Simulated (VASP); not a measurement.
# HfO2 (Fm-3m) in VASP: further runs

The runs below take HfO2 through single point, with PBE-based screened hybrid with 75 % exact exchange, PBE-based screened hybrid with 100 % exact exchange.

Program: VASP 6.6.1. These are calculated values, not measurements. Logs are shortened: lines on timing, memory, paths and dates and some standing lists are left out, and cuts for length are marked.

## 1. The cell of the first run

Symmetry: Fm-3m, No. 225, cubic system. The conventional cell has a = 5.058 Å, b = 5.058 Å, c = 5.058 Å, α = 90.00°, β = 90.00°, γ = 90.00°. Hf (site symmetry m-3m) has 8 O at 2.19 Å within 2.9 Å. O (site symmetry -43m) has 4 Hf at 2.19 Å and 6 O at 2.53 Å within 2.9 Å.

## 2. Single point, PBE-based screened hybrid with 75 % exact exchange

POSCAR

```
HfO2
1.0
    0.0000000000      2.5291823194      2.5291823194
    2.5291823194      0.0000000000      2.5291823194
    2.5291823194      2.5291823194      0.0000000000
Hf O
1 2
Direct
    0.0000000000      0.0000000000      0.0000000000
    0.2500000000      0.2500000000      0.2500000000
    0.7500000000      0.7500000000      0.7500000000
```

INCAR.step1

```
SYSTEM = HfO2
PREC = Accurate
ENCUT = 520
EDIFF = 1E-5
ISMEAR = 0
SIGMA = 0.01
LREAL = .False.
LASPH = .True.
NELM = 100
ALGO = Normal
ISIF = 2
LWAVE = .True.
GGA = PE
NBANDS = 18
```

INCAR.step2

```
SYSTEM = HfO2
PREC = Accurate
ENCUT = 520
EDIFF = 1E-6
ISMEAR = 0
SIGMA = 0.01
LREAL = .False.
LASPH = .True.
NELM = 100
ALGO = Normal
ISIF = 2
LWAVE = .False.
LCHARG = .True.
GGA = PE
LHFCALC = .True.
AEXX = 0.75
HFSCREEN = 0.5
PRECFOCK = Normal
LELF = .True.
LVHAR = .True.
ISTART = 1
NBANDS = 18
```

KPOINTS

```
regular mesh
0
Gamma
  4 4 4
  0 0 0
```

Potentials or basis: VASP PAW PBE potentials, release 64 (Hf_pv, O).

Command:

```bash
cat potpaw_PBE.64/Hf_pv/POTCAR potpaw_PBE.64/O/POTCAR > POTCAR
cp INCAR.step1 INCAR
mpirun -np 1 vasp_std > vasp.out
cp INCAR.step2 INCAR
mpirun -np 1 vasp_std > vasp.out
```

OUTCAR:

```text
SYSTEM = HfO2
   PREC = Accurate
   ENCUT = 520
   EDIFF = 1E-6
   ISMEAR = 0
   LREAL = .False.
   LASPH = .True.
   NELM = 100
   ISIF = 2
   GGA = PE
   LHFCALC = .True.
   AEXX = 0.75
   HFSCREEN = 0.5
   PRECFOCK = Normal
   ISTART = 1

 ion  position               nearest neighbor table
   1  0.000  0.000  0.000-   3 2.19   3 2.19   3 2.19   2 2.19   2 2.19   2 2.19   3 2.19   2 2.19

   2  0.250  0.250  0.250-   1 2.19   1 2.19   1 2.19   1 2.19
   3  0.750  0.750  0.750-   1 2.19   1 2.19   1 2.19   1 2.19

  LATTYP: Found a face centered cubic cell.
 ALAT       =     5.0583646388

  Lattice vectors:

 A1 = (   0.0000000000,   2.5291823194,   2.5291823194)
 A2 = (   2.5291823194,   0.0000000000,   2.5291823194)
 A3 = (   2.5291823194,   2.5291823194,   0.0000000000)

Analysis of symmetry for initial positions (statically):
=====================================================================
 Subroutine PRICEL returns:
 Original cell was already a primitive cell.

 Routine SETGRP: Setting up the symmetry group for a
 face centered cubic supercell.

 Subroutine GETGRP returns: Found 48 space group operations
 (whereof 48 operations were pure point group operations)
 out of a pool of 48 trial point group operations.

The static configuration has the point symmetry O_h .

Analysis of symmetry for dynamics (positions and initial velocities):
=====================================================================
 Subroutine PRICEL returns:
 Original cell was already a primitive cell.

 Routine SETGRP: Setting up the symmetry group for a
 face centered cubic supercell.

 Subroutine GETGRP returns: Found 48 space group operations
 (whereof 48 operations were pure point group operations)
 out of a pool of 48 trial point group operations.

The dynamic configuration has the point symmetry O_h .

 Subroutine INISYM returns: Found 48 space group operations
 (whereof 48 operations are pure point group operations),
 and found     1 'primitive' translations

----------------------------------------------------------------------------------------

                                     Primitive cell

  volume of cell :      32.3572

  direct lattice vectors                    reciprocal lattice vectors
     0.000000000  2.529182319  2.529182319    -0.197692351  0.197692351  0.197692351
     2.529182319  0.000000000  2.529182319     0.197692351 -0.197692351  0.197692351
     2.529182319  2.529182319  0.000000000     0.197692351  0.197692351 -0.197692351

  length of vectors
     3.576803938  3.576803938  3.576803938     0.342413197  0.342413197  0.342413197

  position of ions in fractional coordinates (direct lattice)
     0.000000000  0.000000000  0.000000000
     0.250000000  0.250000000  0.250000000
     0.750000000  0.750000000  0.750000000

  ion indices of the primitive-cell ions
   primitive index   ion index
                 1           1
                 2           2
                 3           3

----------------------------------------------------------------------------------------

 KPOINTS: regular mesh

Automatic generation of k-mesh.
 Grid dimensions read from file:
 generate k-points for:    4    4    4

 Generating k-lattice:

  Cartesian coordinates                     Fractional coordinates (reciprocal lattice)
    -0.049423088  0.049423088  0.049423088     0.250000000  0.000000000  0.000000000
     0.049423088 -0.049423088  0.049423088     0.000000000  0.250000000  0.000000000
     0.049423088  0.049423088 -0.049423088     0.000000000  0.000000000  0.250000000

  Length of vectors
     0.085603299  0.085603299  0.085603299

  Shift w.r.t. Gamma in fractional coordinates (k-lattice)
     0.000000000  0.000000000  0.000000000

 Subroutine IBZKPT returns following result:
 ===========================================

 Found      8 irreducible k-points:

 Following reciprocal coordinates:
            Coordinates               Weight
  0.000000  0.000000  0.000000      1.000000
  0.250000  0.000000  0.000000      8.000000
  0.500000  0.000000  0.000000      4.000000
  0.250000  0.250000  0.000000      6.000000
  0.500000  0.250000  0.000000     24.000000
 -0.250000  0.250000  0.000000     12.000000
  0.500000  0.500000  0.000000      3.000000
 -0.250000  0.500000  0.250000      6.000000
   k-points           NKPTS =      8   k-points in BZ     NKDIM =     64   number of bands    NBANDS=     18
   number of dos      NEDOS =    301   number of ions     NIONS =      3
   total plane-waves  NPLWV =  21952
   dimension x,y,z NGX =    28 NGY =   28 NGZ =   28
   dimension x,y,z NGXF=    56 NGYF=   56 NGZF=   56
   ions per type =               1   2
   NGX,Y,Z   is equivalent  to a cutoff of  13.01, 13.01, 13.01 a.u.
   NGXF,Y,Z  is equivalent  to a cutoff of  26.03, 26.03, 26.03 a.u.
 SYSTEM =  HfO2
   PREC   = accura    normal or accurate (medium, high low for compatibility)
   ISTART =      1    job   : 0-new  1-cont  2-samecut
   ICHARG =      0    charge: 1-file 2-atom 10-const
   ISPIN  =      1    spin polarized calculation?
   LNONCOLLINEAR =      F non collinear calculations
   LSORBIT =      F    spin-orbit coupling
   LASPH  =      T    aspherical Exc in radial PAW
   ENCUT  =  520.0 eV  38.22 Ry    6.18 a.u.   6.65  6.65  6.65*2*pi/ulx,y,z
   NELM   =    100;   NELMIN=  2; NELMDL=  0     # of ELM steps
   EDIFF  = 0.1E-05   stopping-criterion for ELM
   LREAL  =      F    real-space projection
   EDIFFG = 0.1E-04   stopping-criterion for IOM
   NSW    =      0    number of steps for IOM
   IBRION =     -1    ionic relax: 0-MD 1-quasi-New 2-CG
   NFREE  =      0    steps in history (QN), initial steepest desc. (CG)
   ISIF   =      2    stress and relaxation
   ISYM   =      3    0-nonsym 1-usesym 2-fastsym
   POTIM  = 0.5000    time-step for ionic-motion
   TEBEG  =    0.0;   TEEND  =   0.0 temperature during run
   PSTRESS=    0.0 pullay stress
   NELECT =      22.0000    total number of electrons
   NUPDOWN=      -1.0000    fix difference up-down
   EMIN   =  10.00;   EMAX   =-10.00  energy-range for DOS
   EFERMI =   0.00;   METHOD = LEGACY
   ISMEAR =     0;   SIGMA  =   0.01  broadening in eV -4-tet -1-fermi 0-gaus
   EFERMI_NEDOS =   21; number of points for ismear=-14 and -15
   IALGO  =     38    algorithm
   IMIX   =      1    mixing-type and parameters
     AMIX     =   0.40;   BMIX     =  1.00
     AMIX_MAG =   1.60;   BMIX_MAG =  1.00
  volume/ion in A,a.u.               =      10.79        72.79
  Fermi-wavevector in a.u.,A,eV,Ry     =   1.439546  2.720348 28.195259  2.072293
  Thomas-Fermi vector in A             =   2.558390
   LORBIT       =      0    0 simple, 1 ext, 2 COOP (PROOUT), +10 PAW based schemes
   GGA     = PE    functional components
   LHFCALC =     T    Hartree Fock is set to
   PRECFOCK=normal    Normal, Fast or Accurate (Low or Medium for compatibility)
   ENCUT4O =  -1.0   cutoff for four orbital integrals eV
   NKREDX  =     1    reduce k-point grid by
   NKREDY  =     1    reduce k-point grid by
   NKREDZ  =     1    reduce k-point grid by
   AEXX    =    0.7500 exact exchange contribution
   HFSCREEN=    0.5000 screening length (either q_TF or 0.3 A-1)
   HFSCREENC=   0.5000 screening length for correlation (either q_TF or 0.3 A-1)
   ENCUTFOCK=  -1.0 apply spherical cutoff to Coloumb kernel
   IVDW    =     0    specifies the selected vdW correction
   LEPSILON=     F    determine dielectric tensor
   LRPA    =     F    only Hartree local field effects (RPA)
 non-spin polarized calculation
 Gauss-broadening in eV      SIGMA  =   0.01
  energy-cutoff  :      520.00
  volume of cell :       32.36
 maximum number of plane-waves:       893
 NGX is ok and might be reduce to    28
  NGX = 20; NGY = 20; NGZ = 20

 number of electron      21.9999992 magnetization

 Free energy of the ion-electron system (eV)
  ---------------------------------------------------
  ext. energy  EPLUGINS =         0.00000000
  ---------------------------------------------------
  free energy    TOTEN  =       -41.83891864 eV

  energy without entropy =      -41.83891864  energy(sigma->0) =      -41.83891864

 E-fermi :   2.2420     XC(G=0):  -6.7431

 val. band max:        2.1796501692   @ k =   0.5000   0.5000   0.0000
 cond. band min:       8.7654548477   @ k =   0.5000   0.5000   0.0000
 fundamental gap:      6.5858046785
 Fermi energy:         2.2420027776

 k-point     1 :       0.0000    0.0000    0.0000
  band No.  band energies     occupation
      1     -31.0949      2.00000
      2     -31.0949      2.00000
      3     -31.0949      2.00000
      4     -20.9943      2.00000
      5     -17.5944      2.00000
      6      -4.0115      2.00000
[... 10 lines left out ...]
     17      16.3878      0.00000
     18      19.5342      0.00000

 k-point     2 :       0.2500    0.0000    0.0000
  band No.  band energies     occupation
      1     -31.4511      2.00000
      2     -31.1318      2.00000
      3     -31.1318      2.00000
      4     -20.1439      2.00000
      5     -18.1512      2.00000
      6      -3.3855      2.00000
[... 10 lines left out ...]
     17      15.4308      0.00000
     18      18.4423      0.00000

 k-point     3 :       0.5000    0.0000    0.0000
  band No.  band energies     occupation
      1     -31.7697      2.00000
      2     -31.1684      2.00000
      3     -31.1683      2.00000
      4     -19.6253      2.00000
      5     -18.2364      2.00000
      6      -2.6977      2.00000
[... 10 lines left out ...]
     17      15.1389      0.00000
     18      18.6519      0.00000

 k-point     4 :       0.2500    0.2500    0.0000
  band No.  band energies     occupation
      1     -31.4858      2.00000
      2     -31.1848      2.00000
      3     -31.1848      2.00000
      4     -19.7640      2.00000
      5     -18.3983      2.00000
      6      -3.2649      2.00000
[... 10 lines left out ...]
     17      14.7746      0.00000
     18      19.2888      0.00000

 k-point     5 :       0.5000    0.2500    0.0000
  band No.  band energies     occupation
      1     -31.6835      2.00000
      2     -31.3498      2.00000
      3     -31.2213      2.00000
      4     -19.0721      2.00000
      5     -18.5809      2.00000
      6      -3.7660      2.00000
[... 10 lines left out ...]
     17      16.7745      0.00000
     18      19.6160      0.00000

 k-point     6 :      -0.2500    0.2500    0.0000
  band No.  band energies     occupation
      1     -31.5828      2.00000
      2     -31.3746      2.00000
      3     -31.1687      2.00000
      4     -19.2754      2.00000
      5     -18.5623      2.00000
      6      -3.5007      2.00000
[... 10 lines left out ...]
     17      16.6315      0.00000
     18      18.9947      0.00000

 k-point     7 :       0.5000    0.5000    0.0000
  band No.  band energies     occupation
      1     -31.8245      2.00000
      2     -31.2737      2.00000
      3     -31.2737      2.00000
      4     -19.0618      2.00000
      5     -18.3934      2.00000
      6      -5.1078      2.00000
[... 10 lines left out ...]
     17      18.8999      0.00000
     18      19.3741      0.00000

 k-point     8 :      -0.2500    0.5000    0.2500
  band No.  band energies     occupation
      1     -31.5581      2.00000
      2     -31.5581      2.00000
      3     -31.2767      2.00000
      4     -18.7153      2.00000
      5     -18.7153      2.00000
      6      -3.9329      2.00000
[... 10 lines left out ...]
     17      18.4930      0.00000
     18      19.3677      0.00000

------------------------ aborting loop because EDIFF is reached ----------------------------------------

  FORCE on cell =-STRESS in cart. coord.  units (eV):
  Direction    XX          YY          ZZ          XY          YZ          ZX
  --------------------------------------------------------------------------------------
  -------------------------------------------------------------------------------------
  Total       -3.1561714     -3.1561714     -3.1561714     -0.0000000      0.0000000      0.0000000
  in kB     -156.2790454   -156.2790454   -156.2790454     -0.0000000      0.0000000      0.0000000
  external PRESSURE =    -156.2790454 kB  Pullay stress =       0.0000000 kB

 VOLUME and BASIS-vectors are now :
 -----------------------------------------------------------------------------
  energy-cutoff  :      520.00
  volume of cell :       32.36
      direct lattice vectors                 reciprocal lattice vectors
     0.000000000  2.529182319  2.529182319    -0.197692351  0.197692351  0.197692351
     2.529182319  0.000000000  2.529182319     0.197692351 -0.197692351  0.197692351
     2.529182319  2.529182319  0.000000000     0.197692351  0.197692351 -0.197692351

 POSITION                                       TOTAL-FORCE (eV/Angst)
 -----------------------------------------------------------------------------------
      0.00000      0.00000      0.00000         0.000000     -0.000000      0.000000
      1.26459      1.26459      1.26459         0.000000      0.000000      0.000000
      3.79377      3.79377      3.79377        -0.000000     -0.000000     -0.000000
 -----------------------------------------------------------------------------------
    total drift:                                0.000009      0.000008      0.000012

  FREE ENERGIE OF THE ION-ELECTRON SYSTEM (eV)
  ---------------------------------------------------
  free  energy   TOTEN  =       -41.8389186399 eV

  energy  without entropy=      -41.8389186399  energy(sigma->0) =      -41.83891864
```

It took 17 min on 1 thread of Intel Xeon 8259CL, shared host; peak memory 0.26 GiB.

Results:

| Quantity | Value |
| --- | --- |
| Free energy | -41.8389 eV |
| Pressure | -15.6 GPa |
| Band gap on the k mesh | 6.59 eV |

Caveat: the k points lie up to 0.54 Å⁻¹ apart; the PAW data sets were made with another functional, which shifts forces and pressure a little; spin-orbit coupling is left out, which moves the levels of the heavy elements. A k mesh can miss the band edges.

## 3. Single point, PBE-based screened hybrid with 100 % exact exchange

POSCAR is that of step 2.

INCAR.step1

```
ALGO = Normal
EDIFF = 1E-5
ENCUT = 520
GGA = PE
ISIF = 2
ISMEAR = 0
LASPH = T
LREAL = F
LWAVE = T
NBANDS = 18
NELM = 80
PREC = Accurate
SIGMA = 0.01
```

INCAR.step2

```
AEXX = 1.0
AGGAC = 1.0
ALDAC = 1.0
ALGO = Normal
EDIFF = 1E-7
ENCUT = 520
GGA = PE
HFSCREEN = 0.1
ISIF = 2
ISMEAR = 0
ISTART = 1
LASPH = T
LCHARG = T
LELF = T
LHFCALC = T
LREAL = F
LVHAR = T
LWAVE = F
NBANDS = 18
NELM = 80
PREC = Accurate
PRECFOCK = Normal
SIGMA = 0.01
```

KPOINTS

```
k-points
0
Gamma
  4 4 4
```

Potentials or basis: VASP PAW PBE potentials, release 64 (Hf_pv, O).

Command:

```bash
cat potpaw_PBE.64/Hf_pv/POTCAR potpaw_PBE.64/O/POTCAR > POTCAR
cp INCAR.step1 INCAR
mpirun -np 1 vasp_std > vasp.out
cp INCAR.step2 INCAR
mpirun -np 1 vasp_std > vasp.out
```

It took 25 min on 1 thread of Intel Xeon 8259CL, shared host; peak memory 0.26 GiB.

It converged, with:

```
Free energy            : -59.8491 eV
Pressure               : -26.1 GPa
Band gap on the k mesh : 12.08 eV
```

Levels at points of the mesh, in eV from the valence-band top:
```
           k point  band 7  band 8  band 9  band 10  band 11  band 12  band 13  band 14  band 15  band 16
(0.00, 0.00, 0.00)   -6.97   -6.97   -0.86    -0.86    -0.86    12.51    12.51    14.15    20.51    20.51
(0.50, 0.00, 0.00)   -5.47   -3.99   -3.55    -2.56    -2.56    13.44    13.44    16.12    17.45    19.13
(0.50, 0.50, 0.00)   -4.73   -4.73   -1.90    -1.90     0.00    12.08    14.82    15.64    17.39    17.39
```

Caveat: the k points lie up to 0.54 Å⁻¹ apart; the PAW data sets were made with another functional, which shifts forces and pressure a little; spin-orbit coupling is left out, which moves the levels of the heavy elements.
